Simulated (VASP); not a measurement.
# Y (Fd-3m) in VASP: further runs

Runs on Y. Level: r2SCAN+D3(BJ). Tasks: single point, relaxation of cell and atoms.

Program: VASP 6.6.1. These are calculated values, not measurements. Logs are shortened: lines on timing, memory, paths and dates and some standing lists are left out, and cuts for length are marked.

## (1) The cell of the first run

It takes space group Fd-3m (No. 227, cubic). Conventional cell: a = 5.661 Å, b = 5.661 Å, c = 5.661 Å, α = 90.00°, β = 90.00°, γ = 90.00°. Y (site symmetry -43m) has 4 Y at 2.45 Å within 3.2 Å.

This isn't the form of Y at room conditions, which is hcp.

## (2) Single point, r2SCAN+D3(BJ)

Input file POSCAR:

```
Y
1.0
    0.0000000000      2.8304764441      2.8304764441
    2.8304764441      0.0000000000      2.8304764441
    2.8304764441      2.8304764441      0.0000000000
Y
2
Direct
    1.0000000000      1.0000000000      1.0000000000
    0.2500000000      0.2500000000      0.2500000000
```

Input file INCAR.step1:

```
SYSTEM = Y
PREC = Accurate
ENCUT = 550
ISMEAR = -1
SIGMA = 0.05
LREAL = .FALSE.
LASPH = .TRUE.
NELM = 120
NBANDS = 18
GGA = PE
ALGO = Normal
EDIFF = 1E-5
LWAVE = .TRUE.
LCHARG = .FALSE.
GGA_COMPAT = .FALSE.
```

Input file INCAR.step2:

```
SYSTEM = Y
PREC = Accurate
ENCUT = 550
EDIFF = 1E-6
ISMEAR = -1
SIGMA = 0.05
LREAL = .FALSE.
LASPH = .TRUE.
NELM = 120
ALGO = Normal
ISIF = 2
LWAVE = .FALSE.
LCHARG = .FALSE.
METAGGA = R2SCAN
LMIXTAU = .TRUE.
IVDW = 12
VDW_S6 = 1.0
VDW_S8 = 0.78981345
VDW_A1 = 0.49484001
VDW_A2 = 5.73083694
NBANDS = 18
ISTART = 1
GGA_COMPAT = .FALSE.
```

Input file KPOINTS:

```
Automatic mesh
0
G
  6 6 6
  0 0 0
```

Potentials or basis: VASP PAW PBE potentials, release 64 (Y_sv).

Launch:

```
$ cat potpaw_PBE.64/Y_sv/POTCAR > POTCAR
$ cp INCAR.step1 INCAR
$ mpirun -np 1 vasp_std > vasp.out
$ cp INCAR.step2 INCAR
$ mpirun -np 1 vasp_std > vasp.out
```

OUTCAR:

```text
SYSTEM = Y
   PREC = Accurate
   ENCUT = 550
   EDIFF = 1E-6
   ISMEAR = -1
   LREAL = .FALSE.
   LASPH = .TRUE.
   NELM = 120
   ISIF = 2
   METAGGA = R2SCAN
   IVDW = 12
   ISTART = 1
 IVDW          = 12

 ion  position               nearest neighbor table
   1  0.000  0.000  0.000-   2 2.45   2 2.45   2 2.45   2 2.45
   2  0.250  0.250  0.250-   1 2.45   1 2.45   1 2.45   1 2.45

  LATTYP: Found a face centered cubic cell.
 ALAT       =     5.6609528882

  Lattice vectors:

 A1 = (   0.0000000000,   2.8304764441,   2.8304764441)
 A2 = (   2.8304764441,   0.0000000000,   2.8304764441)
 A3 = (   2.8304764441,   2.8304764441,   0.0000000000)

Analysis of symmetry for initial positions (statically):
=====================================================================
 Subroutine PRICEL returns:
 Original cell was already a primitive cell.

 Routine SETGRP: Setting up the symmetry group for a
 face centered cubic supercell.

 Subroutine GETGRP returns: Found 48 space group operations
 (whereof 24 operations were pure point group operations)
 out of a pool of 48 trial point group operations.

The static configuration has the point symmetry T_d .
 The point group associated with its full space group is O_h .

Analysis of symmetry for dynamics (positions and initial velocities):
=====================================================================
 Subroutine PRICEL returns:
 Original cell was already a primitive cell.

 Routine SETGRP: Setting up the symmetry group for a
 face centered cubic supercell.

 Subroutine GETGRP returns: Found 48 space group operations
 (whereof 24 operations were pure point group operations)
 out of a pool of 48 trial point group operations.

The dynamic configuration has the point symmetry T_d .
 The point group associated with its full space group is O_h .

 Subroutine INISYM returns: Found 48 space group operations
 (whereof 24 operations are pure point group operations),
 and found     1 'primitive' translations

----------------------------------------------------------------------------------------

                                     Primitive cell

  volume of cell :      45.3533

  direct lattice vectors                    reciprocal lattice vectors
     0.000000000  2.830476444  2.830476444    -0.176648706  0.176648706  0.176648706
     2.830476444  0.000000000  2.830476444     0.176648706 -0.176648706  0.176648706
     2.830476444  2.830476444  0.000000000     0.176648706  0.176648706 -0.176648706

  length of vectors
     4.002898175  4.002898175  4.002898175     0.305964533  0.305964533  0.305964533

  position of ions in fractional coordinates (direct lattice)
     0.000000000  0.000000000  0.000000000
     0.250000000  0.250000000  0.250000000

  ion indices of the primitive-cell ions
   primitive index   ion index
                 1           1
                 2           2

----------------------------------------------------------------------------------------

 KPOINTS: Automatic mesh

Automatic generation of k-mesh.
 Grid dimensions read from file:
 generate k-points for:    6    6    6

 Generating k-lattice:

  Cartesian coordinates                     Fractional coordinates (reciprocal lattice)
    -0.029441451  0.029441451  0.029441451     0.166666667  0.000000000  0.000000000
     0.029441451 -0.029441451  0.029441451     0.000000000  0.166666667  0.000000000
     0.029441451  0.029441451 -0.029441451     0.000000000  0.000000000  0.166666667

  Length of vectors
     0.050994089  0.050994089  0.050994089

  Shift w.r.t. Gamma in fractional coordinates (k-lattice)
     0.000000000  0.000000000  0.000000000

 Subroutine IBZKPT returns following result:
 ===========================================

 Found     16 irreducible k-points:

 Following reciprocal coordinates:
            Coordinates               Weight
  0.000000  0.000000  0.000000      1.000000
  0.166667  0.000000  0.000000      8.000000
  0.333333  0.000000  0.000000      8.000000
  0.500000  0.000000  0.000000      4.000000
  0.166667  0.166667  0.000000      6.000000
  0.333333  0.166667  0.000000     24.000000
[... 8 lines left out ...]
 -0.333333  0.333333  0.166667     24.000000
 -0.333333  0.500000  0.166667     12.000000
   k-points           NKPTS =     16   k-points in BZ     NKDIM =     16   number of bands    NBANDS=     18
   number of dos      NEDOS =    301   number of ions     NIONS =      2
   total plane-waves  NPLWV =  32768
   dimension x,y,z NGX =    32 NGY =   32 NGZ =   32
   dimension x,y,z NGXF=    64 NGYF=   64 NGZF=   64
   ions per type =               2
   NGX,Y,Z   is equivalent  to a cutoff of  13.29, 13.29, 13.29 a.u.
   NGXF,Y,Z  is equivalent  to a cutoff of  26.58, 26.58, 26.58 a.u.
 SYSTEM =  Y
   PREC   = accura    normal or accurate (medium, high low for compatibility)
   ISTART =      1    job   : 0-new  1-cont  2-samecut
   ICHARG =      0    charge: 1-file 2-atom 10-const
   ISPIN  =      1    spin polarized calculation?
   LNONCOLLINEAR =      F non collinear calculations
   LSORBIT =      F    spin-orbit coupling
   LASPH  =      T    aspherical Exc in radial PAW
   ENCUT  =  550.0 eV  40.42 Ry    6.36 a.u.   7.65  7.65  7.65*2*pi/ulx,y,z
   NELM   =    120;   NELMIN=  2; NELMDL=  0     # of ELM steps
   EDIFF  = 0.1E-05   stopping-criterion for ELM
   LREAL  =      F    real-space projection
   EDIFFG = 0.1E-04   stopping-criterion for IOM
   NSW    =      0    number of steps for IOM
   IBRION =     -1    ionic relax: 0-MD 1-quasi-New 2-CG
   NFREE  =      0    steps in history (QN), initial steepest desc. (CG)
   ISIF   =      2    stress and relaxation
   ISYM   =      2    0-nonsym 1-usesym 2-fastsym
   POTIM  = 0.5000    time-step for ionic-motion
   TEBEG  =    0.0;   TEEND  =   0.0 temperature during run
   PSTRESS=    0.0 pullay stress
   NELECT =      22.0000    total number of electrons
   NUPDOWN=      -1.0000    fix difference up-down
   EMIN   =  10.00;   EMAX   =-10.00  energy-range for DOS
   EFERMI =   0.00;   METHOD = LEGACY
   ISMEAR =    -1;   SIGMA  =   0.05  broadening in eV -4-tet -1-fermi 0-gaus
   EFERMI_NEDOS =   21; number of points for ismear=-14 and -15
   IALGO  =     38    algorithm
   IMIX   =      4    mixing-type and parameters
     AMIX     =   0.40;   BMIX     =  1.00
     AMIX_MAG =   1.60;   BMIX_MAG =  1.00
  volume/ion in A,a.u.               =      22.68       153.03
  Fermi-wavevector in a.u.,A,eV,Ry     =   1.286312  2.430776 22.512166  1.654597
  Thomas-Fermi vector in A             =   2.418394
   LORBIT       =      0    0 simple, 1 ext, 2 COOP (PROOUT), +10 PAW based schemes
   METAGGA = R2SCAN    functional components
   LHFCALC =     F    Hartree Fock is set to
   AEXX    =    0.0000 exact exchange contribution
   IVDW    =    12    specifies the selected vdW correction
   LEPSILON=     F    determine dielectric tensor
   LRPA    =     F    only Hartree local field effects (RPA)
 non-spin polarized calculation
  energy-cutoff  :      550.00
  volume of cell :       45.35
 maximum number of plane-waves:      1363
 NGX is ok and might be reduce to    32
   NGX = 15   NGY = 15   NGZ = 15

 number of electron      22.0000000 magnetization

 Free energy of the ion-electron system (eV)
  ---------------------------------------------------
  ext. energy  EPLUGINS =         0.00000000
  ---------------------------------------------------
  free energy    TOTEN  =       -35.12324450 eV

  energy without entropy =      -35.10654183  energy(sigma->0) =      -35.11489317

 E-fermi :   5.3856     XC(G=0): -11.5709

 val. band max:        4.9984901656   @ k =   0.5000   0.3333   0.0000
 cond. band min:       5.3981787655   @ k =  -0.3333   0.1667   0.0000
 fundamental gap:      0.3996885998
 Fermi energy:         5.3856241183

 k-point     1 :       0.0000    0.0000    0.0000
  band No.  band energies     occupation
      1     -40.3026      2.00000
      2     -38.0172      2.00000
      3     -20.1028      2.00000
      4     -20.1028      2.00000
      5     -20.1028      2.00000
      6     -17.5996      2.00000
[... 10 lines left out ...]
     17       9.3950      0.00000
     18      14.4174      0.00000

 k-point     2 :       0.1667    0.0000    0.0000
  band No.  band energies     occupation
      1     -40.2014      2.00000
      2     -38.1453      2.00000
      3     -20.2036      2.00000
      4     -20.2036      2.00000
      5     -20.1250      2.00000
      6     -17.5314      2.00000
[... 10 lines left out ...]
     17       9.1300      0.00000
     18      14.1985      0.00000

 k-point     3 :       0.3333    0.0000    0.0000
  band No.  band energies     occupation
      1     -39.9507      2.00000
      2     -38.4490      2.00000
      3     -20.3805      2.00000
      4     -20.3805      2.00000
      5     -20.1930      2.00000
      6     -17.3539      2.00000
[... 10 lines left out ...]
     17       9.9690      0.00000
     18      13.6097      0.00000

 k-point     4 :       0.5000    0.0000    0.0000
  band No.  band energies     occupation
      1     -39.7781      2.00000
      2     -38.6478      2.00000
      3     -20.4597      2.00000
      4     -20.4597      2.00000
      5     -20.2365      2.00000
      6     -17.2468      2.00000
[... 207 lines left out ...]
      4     -20.6164      2.00000
      5     -19.4645      2.00000
      6     -18.0626      2.00000
[... 10 lines left out ...]
     17       9.6943      0.00000
     18      10.5887      0.00000

 k-point    15 :      -0.3333    0.3333    0.1667
  band No.  band energies     occupation
      1     -39.5080      2.00000
      2     -38.9433      2.00000
      3     -20.9057      2.00000
      4     -20.6983      2.00000
      5     -19.2741      2.00000
      6     -18.1863      2.00000
[... 10 lines left out ...]
     17      10.0377      0.00000
     18      11.5473      0.00000

 k-point    16 :      -0.3333    0.5000    0.1667
  band No.  band energies     occupation
      1     -39.2299      2.00000
      2     -39.2299      2.00000
      3     -20.8558      2.00000
      4     -20.8558      2.00000
      5     -18.7468      2.00000
      6     -18.7468      2.00000
[... 10 lines left out ...]
     17      11.9304      0.00000
     18      11.9304      0.00000

------------------------ aborting loop because EDIFF is reached ----------------------------------------

 Edisp (eV)   -0.46458

 E8    (eV) :    -0.2022

  FORCE on cell =-STRESS in cart. coord.  units (eV):
  Direction    XX          YY          ZZ          XY          YZ          ZX
  --------------------------------------------------------------------------------------
  -------------------------------------------------------------------------------------
  Total       5.79070     5.79070     5.79070     0.00000     0.00000     0.00000
  in kB     204.56563   204.56563   204.56563     0.00000     0.00000     0.00000
  external pressure =      204.57 kB  Pullay stress =        0.00 kB

 VOLUME and BASIS-vectors are now :
 -----------------------------------------------------------------------------
  energy-cutoff  :      550.00
  volume of cell :       45.35
      direct lattice vectors                 reciprocal lattice vectors
     0.000000000  2.830476444  2.830476444    -0.176648706  0.176648706  0.176648706
     2.830476444  0.000000000  2.830476444     0.176648706 -0.176648706  0.176648706
     2.830476444  2.830476444  0.000000000     0.176648706  0.176648706 -0.176648706

 POSITION                                       TOTAL-FORCE (eV/Angst)
 -----------------------------------------------------------------------------------
      0.00000      0.00000      0.00000        -0.000000      0.000000      0.000000
      1.41524      1.41524      1.41524         0.000000     -0.000000      0.000000
 -----------------------------------------------------------------------------------
    total drift:                               -0.000000      0.000000      0.000000

  FREE ENERGIE OF THE ION-ELECTRON SYSTEM (eV)
  ---------------------------------------------------
  free  energy   TOTEN  =       -35.5878214329 eV

  energy  without entropy=      -35.5711187621  energy(sigma->0) =      -35.57947010
```

Run time: 29 s. Hardware: 1 thread of Intel Xeon 6975P-C (Granite Rapids), shared host; peak memory 0.2 GiB.

What came out:

```
Free energy                : -35.5878 eV
Pressure                   : 20.5 GPa
Band gap on the k mesh     : zero (bands 11 and 12 overlap by 1.39 eV)
Dispersion energy per atom : -0.232 eV
```

Caveat: the cell stands under pressure; the PAW data sets were made with another functional, which shifts forces and pressure a little.

## (3) Single point, r2SCAN+D3(BJ)

This run uses another cell than the first one, of 25.33 Å³/atom.

Input file POSCAR:

```
Y
1.0
    0.0000000000      2.9370098151      2.9370098151
    2.9370098151      0.0000000000      2.9370098151
    2.9370098151      2.9370098151      0.0000000000
Y
2
Direct
    1.0000000000      1.0000000000      1.0000000000
    0.2500000000      0.2500000000      0.2500000000
```

Input file INCAR.step1:

```
PREC = Accurate
ENCUT = 550
ISMEAR = -1
SIGMA = 0.05
LREAL = False
LASPH = True
NELM = 120
NBANDS = 18
GGA = PE
ALGO = Normal
EDIFF = 1E-5
LWAVE = True
LCHARG = False
GGA_COMPAT = False
```

Input file INCAR.step2:

```
PREC = Accurate
ENCUT = 550
EDIFF = 1E-6
ISMEAR = -1
SIGMA = 0.05
LREAL = False
LASPH = True
NELM = 120
ALGO = Normal
ISIF = 2
LWAVE = False
LCHARG = False
METAGGA = R2SCAN
LMIXTAU = True
IVDW = 12
VDW_S6 = 1.0
VDW_S8 = 0.78981345
VDW_A1 = 0.49484001
VDW_A2 = 5.73083694
NBANDS = 18
ISTART = 1
GGA_COMPAT = False
```

Input file KPOINTS:

```
regular mesh
0
Gamma
  6 6 6
```

Potentials or basis: VASP PAW PBE potentials, release 64 (Y_sv).

Launch:

```
$ cat potpaw_PBE.64/Y_sv/POTCAR > POTCAR
$ cp INCAR.step1 INCAR
$ mpirun -np 1 vasp_std > vasp.out
$ cp INCAR.step2 INCAR
$ mpirun -np 1 vasp_std > vasp.out
```

OUTCAR:

```text
PREC = Accurate
   ENCUT = 550
   EDIFF = 1E-6
   ISMEAR = -1
   LREAL = False
   LASPH = True
   NELM = 120
   ISIF = 2
   METAGGA = R2SCAN
   IVDW = 12
   ISTART = 1
 IVDW          = 12

 ion  position               nearest neighbor table
   1  0.000  0.000  0.000-   2 2.54   2 2.54   2 2.54   2 2.54
   2  0.250  0.250  0.250-   1 2.54   1 2.54   1 2.54   1 2.54

  LATTYP: Found a face centered cubic cell.
 ALAT       =     5.8740196302

  Lattice vectors:
[... 512 lines left out ...]
     18      10.5468      0.00000

------------------------ aborting loop because EDIFF is reached ----------------------------------------

 Edisp (eV)   -0.41504

 E8    (eV) :    -0.1805

  FORCE on cell =-STRESS in cart. coord.  units (eV):
  Direction    XX          YY          ZZ          XY          YZ          ZX
  --------------------------------------------------------------------------------------
  -------------------------------------------------------------------------------------
  Total       3.25552     3.25552     3.25552     0.00000     0.00000     0.00000
  in kB     102.94026   102.94026   102.94026     0.00000     0.00000     0.00000
  external pressure =      102.94 kB  Pullay stress =        0.00 kB

 VOLUME and BASIS-vectors are now :
 -----------------------------------------------------------------------------
  energy-cutoff  :      550.00
  volume of cell :       50.67
      direct lattice vectors                 reciprocal lattice vectors
     0.000000000  2.937009815  2.937009815    -0.170241174  0.170241174  0.170241174
     2.937009815  0.000000000  2.937009815     0.170241174 -0.170241174  0.170241174
     2.937009815  2.937009815  0.000000000     0.170241174  0.170241174 -0.170241174

 POSITION                                       TOTAL-FORCE (eV/Angst)
 -----------------------------------------------------------------------------------
      0.00000      0.00000      0.00000        -0.000000     -0.000000     -0.000000
      1.46850      1.46850      1.46850         0.000000      0.000000      0.000000
 -----------------------------------------------------------------------------------
    total drift:                               -0.000000     -0.000000      0.000000

  FREE ENERGIE OF THE ION-ELECTRON SYSTEM (eV)
  ---------------------------------------------------
  free  energy   TOTEN  =       -36.0723906807 eV

  energy  without entropy=      -36.0492948508  energy(sigma->0) =      -36.06084277
```

OUTCAR.step1:

```text
PREC = Accurate
   ENCUT = 550
   ISMEAR = -1
   LREAL = False
   LASPH = True
[... 547 lines left out ...]
      0.00000      0.00000      0.00000        -0.000000      0.000000      0.000000
      1.46850      1.46850      1.46850         0.000000     -0.000000     -0.000000
 -----------------------------------------------------------------------------------
    total drift:                               -0.000000      0.000000      0.000000

  FREE ENERGIE OF THE ION-ELECTRON SYSTEM (eV)
  ---------------------------------------------------
  free  energy   TOTEN  =        -7.9369696840 eV

  energy  without entropy=       -7.9129025736  energy(sigma->0) =       -7.92493613
```

It took 30 s on 1 thread of Intel Xeon 6975P-C (Granite Rapids), shared host; peak memory 0.2 GiB.

What came out:

| Property | Result |
| --- | --- |
| Free energy | -36.0724 eV |
| Pressure | 10.3 GPa |
| Band gap on the k mesh | zero (bands 11 and 12 overlap by 1.61 eV) |
| Dispersion energy per atom | -0.208 eV |

Levels at points of the mesh, in eV from the Fermi level:
```csv
k point,band 8,band 9,band 10,band 11,band 12,band 13,band 14,band 15
"(0.00, 0.00, 0.00)",-23.00,-4.50,-1.16,-1.16,0.89,0.89,0.89,3.64
"(0.50, 0.00, 0.00)",-22.64,-1.85,-1.06,-1.05,-1.05,0.41,0.41,2.46
"(0.50, 0.50, 0.00)",-22.27,-2.72,-2.72,0.49,0.49,2.33,2.33,2.41
```

Caveat: the cell stands under pressure; the PAW data sets were made with another functional, which shifts forces and pressure a little.

[end of part 1 of 2]

The gap in the log of VASP goes by the Fermi energy; the results here count the filled bands.